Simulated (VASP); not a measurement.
# MgTl2 (Fd-3m) in VASP: a series of runs, part 2 of 2

VASP 6.6.1. Earlier steps stand in the parts before.

## (4) Relaxation of cell and atoms, PBE

This run uses another cell than the first one, of 30.69 Å³/atom.

Contents of INCAR:

```
SYSTEM = MgTl2
PREC     = Accurate       ! precision mode
ENCUT    = 600            ! plane-wave cutoff, eV
EDIFF    = 1E-7           ! SCF threshold, eV
ISMEAR   = 0              ! smearing method
SIGMA    = 0.1            ! smearing width, eV
LREAL    = .FALSE.        ! projectors in reciprocal space
LASPH    = .TRUE.         ! aspherical terms in the spheres
NELM     = 100            ! most SCF steps
ALGO     = Fast           ! electronic algorithm
ISIF     = 3              ! what is computed and relaxed
LWAVE    = .FALSE.        ! write WAVECAR
LCHARG   = .FALSE.        ! write CHGCAR
GGA      = PE             ! functional
IBRION   = 2              ! ionic algorithm
NSW      = 100            ! ionic steps
EDIFFG   = -0.01          ! ionic threshold
```

Contents of KPOINTS:

```
regular mesh
0
G
  8 8 8
  0 0 0
```

Contents of POSCAR:

```
MgTl2
1.0
    0.0000000000      4.5156559413      4.5156559413
    4.5156559413      0.0000000000      4.5156559413
    4.5156559413      4.5156559413      0.0000000000
Mg Tl
2 4
Direct
    0.5000000000      0.5000000000      0.5000000000
    0.7500000000      0.7500000000      0.7500000000
    0.1250000000      0.1250000000      0.1250000000
    0.6250000000      0.1250000000      0.1250000000
    0.1250000000      0.1250000000      0.6250000000
    0.1250000000      0.6250000000      0.1250000000
```

Potentials or basis: VASP PAW PBE potentials, release 64 (Mg, Tl_d).

Command:

```console
$ cat potpaw_PBE.64/Mg/POTCAR potpaw_PBE.64/Tl_d/POTCAR > POTCAR
$ mpirun -np 1 vasp_std > vasp.out
```

OUTCAR:

```text
SYSTEM = MgTl2
   PREC = Accurate
   ENCUT = 600
   EDIFF = 1E-7
   ISMEAR = 0
   LREAL = .FALSE.
   LASPH = .TRUE.
   NELM = 100
   ISIF = 3
   GGA = PE
   IBRION = 2
   NSW = 100
   EDIFFG = -0.01

 ion  position               nearest neighbor table
   1  0.500  0.500  0.500-   3 3.74   5 3.74   6 3.74   3 3.74   4 3.74   5 3.74   3 3.74   4 3.74
                             6 3.74   4 3.74   5 3.74   6 3.74
   2  0.750  0.750  0.750-   4 3.74   5 3.74   6 3.74   3 3.74   4 3.74   6 3.74   3 3.74   4 3.74
                             5 3.74   3 3.74   5 3.74   6 3.74
   3  0.125  0.125  0.125-   4 3.19   5 3.19   6 3.19   5 3.19   6 3.19   4 3.19   1 3.74   2 3.74
                             1 3.74   2 3.74   1 3.74   2 3.74
   4  0.625  0.125  0.125-   3 3.19   5 3.19   6 3.19   3 3.19   5 3.19   6 3.19   2 3.74   1 3.74
                             1 3.74   2 3.74   2 3.74   1 3.74
   5  0.125  0.125  0.625-   3 3.19   3 3.19   4 3.19   6 3.19   6 3.19   4 3.19   1 3.74   2 3.74
                             1 3.74   2 3.74   1 3.74   2 3.74
   6  0.125  0.625  0.125-   3 3.19   5 3.19   3 3.19   4 3.19   5 3.19   4 3.19   2 3.74   1 3.74
                             2 3.74   2 3.74   1 3.74   1 3.74

  LATTYP: Found a face centered cubic cell.
 ALAT       =     9.0313118826

  Lattice vectors:

 A1 = (   0.0000000000,   4.5156559413,   4.5156559413)
 A2 = (   4.5156559413,   0.0000000000,   4.5156559413)
 A3 = (   4.5156559413,   4.5156559413,   0.0000000000)

Analysis of symmetry for initial positions (statically):
=====================================================================
 Subroutine PRICEL returns:
 Original cell was already a primitive cell.

 Routine SETGRP: Setting up the symmetry group for a
 face centered cubic supercell.

 Subroutine GETGRP returns: Found 48 space group operations
 (whereof 24 operations were pure point group operations)
 out of a pool of 48 trial point group operations.

The static configuration has the point symmetry T_d .
 The point group associated with its full space group is O_h .

Analysis of symmetry for dynamics (positions and initial velocities):
=====================================================================
 Subroutine PRICEL returns:
 Original cell was already a primitive cell.

 Routine SETGRP: Setting up the symmetry group for a
 face centered cubic supercell.

 Subroutine GETGRP returns: Found 48 space group operations
 (whereof 24 operations were pure point group operations)
 out of a pool of 48 trial point group operations.

The dynamic configuration has the point symmetry T_d .
 The point group associated with its full space group is O_h .

 Subroutine INISYM returns: Found 48 space group operations
 (whereof 24 operations are pure point group operations),
 and found     1 'primitive' translations

----------------------------------------------------------------------------------------

                                     Primitive cell

  volume of cell :     184.1588

  direct lattice vectors                    reciprocal lattice vectors
     0.000000000  4.515655941  4.515655941    -0.110725885  0.110725885  0.110725885
     4.515655941  0.000000000  4.515655941     0.110725885 -0.110725885  0.110725885
     4.515655941  4.515655941  0.000000000     0.110725885  0.110725885 -0.110725885

  length of vectors
     6.386101875  6.386101875  6.386101875     0.191782858  0.191782858  0.191782858

  position of ions in fractional coordinates (direct lattice)
     0.500000000  0.500000000  0.500000000
     0.750000000  0.750000000  0.750000000
     0.125000000  0.125000000  0.125000000
[... 72 lines left out ...]
   NGX,Y,Z   is equivalent  to a cutoff of  14.06, 14.06, 14.06 a.u.
   NGXF,Y,Z  is equivalent  to a cutoff of  28.12, 28.12, 28.12 a.u.
 SYSTEM =  MgTl2
   PREC   = accura    normal or accurate (medium, high low for compatibility)
   ISTART =      0    job   : 0-new  1-cont  2-samecut
   ICHARG =      2    charge: 1-file 2-atom 10-const
   ISPIN  =      1    spin polarized calculation?
   LNONCOLLINEAR =      F non collinear calculations
   LSORBIT =      F    spin-orbit coupling
   LASPH  =      T    aspherical Exc in radial PAW
   ENCUT  =  600.0 eV  44.10 Ry    6.64 a.u.  12.75 12.75 12.75*2*pi/ulx,y,z
   NELM   =    100;   NELMIN=  2; NELMDL= -5     # of ELM steps
   EDIFF  = 0.1E-06   stopping-criterion for ELM
   LREAL  =      F    real-space projection
   EDIFFG = -.1E-01   stopping-criterion for IOM
   NSW    =    100    number of steps for IOM
   IBRION =      2    ionic relax: 0-MD 1-quasi-New 2-CG
   NFREE  =      1    steps in history (QN), initial steepest desc. (CG)
   ISIF   =      3    stress and relaxation
   ISYM   =      2    0-nonsym 1-usesym 2-fastsym
   POTIM  = 0.5000    time-step for ionic-motion
   TEBEG  =    0.0;   TEEND  =   0.0 temperature during run
   PSTRESS=    0.0 pullay stress
   NELECT =      56.0000    total number of electrons
   NUPDOWN=      -1.0000    fix difference up-down
   EMIN   =  10.00;   EMAX   =-10.00  energy-range for DOS
   EFERMI =   0.00;   METHOD = LEGACY
   ISMEAR =     0;   SIGMA  =   0.10  broadening in eV -4-tet -1-fermi 0-gaus
   EFERMI_NEDOS =   21; number of points for ismear=-14 and -15
   IALGO  =     68    algorithm
   IMIX   =      4    mixing-type and parameters
     AMIX     =   0.40;   BMIX     =  1.00
     AMIX_MAG =   1.60;   BMIX_MAG =  1.00
  volume/ion in A,a.u.               =      30.69       207.13
  Fermi-wavevector in a.u.,A,eV,Ry     =   1.100880  2.080362 16.489402  1.211937
  Thomas-Fermi vector in A             =   2.237298
   LORBIT       =      0    0 simple, 1 ext, 2 COOP (PROOUT), +10 PAW based schemes
   GGA     = PE    functional components
   LHFCALC =     F    Hartree Fock is set to
   AEXX    =    0.0000 exact exchange contribution
   IVDW    =     0    specifies the selected vdW correction
   LEPSILON=     F    determine dielectric tensor
   LRPA    =     F    only Hartree local field effects (RPA)
 conjugate gradient relaxation of ions
 non-spin polarized calculation
 RMM-DIIS sequential band-by-band and
 Gauss-broadening in eV      SIGMA  =   0.10
  energy-cutoff  :      600.00
  volume of cell :      184.16
 maximum number of plane-waves:      6183
 NGX is ok and might be reduce to    54
   NGX = 25   NGY = 25   NGZ = 25

--------------------------------------- Ionic step        1  -------------------------------------------

 number of electron      56.0000009 magnetization

 Free energy of the ion-electron system (eV)
  ---------------------------------------------------
  ext. energy  EPLUGINS =         0.00000000
  ---------------------------------------------------
  free energy    TOTEN  =       -10.71510491 eV

  energy without entropy =      -10.69307593  energy(sigma->0) =      -10.70409042

------------------------ aborting loop because EDIFF is reached ----------------------------------------

  FORCE on cell =-STRESS in cart. coord.  units (eV):
  Direction    XX          YY          ZZ          XY          YZ          ZX
  --------------------------------------------------------------------------------------
  -------------------------------------------------------------------------------------
  Total        0.3787376      0.3787376      0.3787376      0.0000000      0.0000000      0.0000000
  in kB        3.2950077      3.2950077      3.2950077      0.0000000      0.0000000      0.0000000
  external PRESSURE =       3.2950077 kB  Pullay stress =       0.0000000 kB
[... 67 lines left out ...]
--------------------------------------- Ionic step        3  -------------------------------------------

 number of electron      56.0000011 magnetization

 Free energy of the ion-electron system (eV)
  ---------------------------------------------------
  ext. energy  EPLUGINS =         0.00000000
  ---------------------------------------------------
  free energy    TOTEN  =       -10.71749481 eV

  energy without entropy =      -10.69484280  energy(sigma->0) =      -10.70616880

 E-fermi :   4.3665     XC(G=0):  -9.0176

 val. band max:        4.3149551141   @ k =  -0.3750   0.3750   0.0000
 cond. band min:       4.3757686778   @ k =   0.1250   0.0000   0.0000
 fundamental gap:      0.0608135637
 Fermi energy:         4.3665096965

 k-point     1 :       0.0000    0.0000    0.0000
  band No.  band energies     occupation
      1      -7.9652      2.00000
      2      -7.6074      2.00000
      3      -7.6074      2.00000
      4      -7.6074      2.00000
      5      -7.5322      2.00000
      6      -7.5322      2.00000
[... 853 lines left out ...]
     32       6.4407      0.00000
     33       7.7543      0.00000

 [... further k-points ...]

------------------------ aborting loop because EDIFF is reached ----------------------------------------

  FORCE on cell =-STRESS in cart. coord.  units (eV):
  Direction    XX          YY          ZZ          XY          YZ          ZX
  --------------------------------------------------------------------------------------
  -------------------------------------------------------------------------------------
  Total        0.0025466      0.0025466      0.0025466      0.0000000     -0.0000000      0.0000000
  in kB        0.0218767      0.0218767      0.0218767      0.0000000     -0.0000000      0.0000000
  external PRESSURE =       0.0218767 kB  Pullay stress =       0.0000000 kB
[... 21 lines left out ...]
  FREE ENERGIE OF THE ION-ELECTRON SYSTEM (eV)
  ---------------------------------------------------
  free  energy   TOTEN  =       -10.7174948074 eV

  energy  without entropy=      -10.6948427977  energy(sigma->0) =      -10.70616880

 reached required accuracy - stopping structural energy minimisation
```

It took 5.8 min on 1 thread of Intel Xeon 6975P-C (Granite Rapids), shared host; peak memory 0.5 GiB.

What came out:

| Item | Value |
| --- | --- |
| Free energy | -10.7175 eV |
| Relaxed volume | 31.08 Å³/atom |
| Relaxed cell | a = 6.413 Å, b = 6.413 Å, c = 6.413 Å, α = 60.00°, β = 60.00°, γ = 60.00° |
| Space group after relaxing (to 0.1 Å) | Fd-3m (No. 227) |
| Energy gained by relaxing | 0.4 meV/atom |
| Ionic steps | 3 |
| Pressure after relaxing | 0.0 GPa |
| Band gap on the k mesh | zero (bands 28 and 29 overlap by 2.21 eV) |

Step by step:
```tsv
step	energy change (eV)	largest force (eV/Å)	pressure (GPa)	volume (Å³)
1	0.0000	0.0000	0.33	184.16
2	-0.0022	0.0000	0.09	185.85
3	-0.0024	0.0000	0.00	186.50
```

Final structure:
```cif
data_structure
_symmetry_space_group_name_H-M 'P 1'
_symmetry_Int_Tables_number 1
_cell_length_a 6.4131
_cell_length_b 6.4131
_cell_length_c 6.4131
_cell_angle_alpha 60.000
_cell_angle_beta 60.000
_cell_angle_gamma 60.000
_cell_volume 186.50
loop_
_atom_site_label
_atom_site_type_symbol
_atom_site_fract_x
_atom_site_fract_y
_atom_site_fract_z
_atom_site_occupancy
Mg1 Mg 0.50000 0.50000 0.50000 1
Mg2 Mg 0.75000 0.75000 0.75000 1
Tl1 Tl 0.12500 0.12500 0.12500 1
Tl2 Tl 0.62500 0.12500 0.12500 1
Tl3 Tl 0.12500 0.12500 0.62500 1
Tl4 Tl 0.12500 0.62500 0.12500 1
```

Caveat: spin-orbit coupling is left out, which moves the levels of the heavy elements.

## (5) Overview

```tsv
task	cell	k mesh	cutoff (eV)	gap on the mesh (eV)	pressure (GPa)	relaxed volume (Å³/atom)
single point	a = 6.415 Å, angles 60.0°, 6 atoms	8 × 8 × 8	520	none	0.0	-
relaxation of cell and atoms	relaxed from a = 6.030 Å, angles 60.0°, 6 atoms	4 × 4 × 4	600	none	0.0	31.15
relaxation of cell and atoms	relaxed from a = 6.386 Å, angles 60.0°, 6 atoms	8 × 8 × 8	600	none	0.0	31.08
```

Alike in all rows: level PBE; potentials or basis VASP PAW PBE potentials, release 64 (Mg, Tl_d); no spin polarisation; smearing gaussian 0.1 eV.

Caveats: spin-orbit coupling is left out, which moves the levels of the heavy elements; the volume moved by over 15 % at a fixed basis, so the end points are rough (at least some runs).

Absolute energies hang on the potentials; compare differences alone.
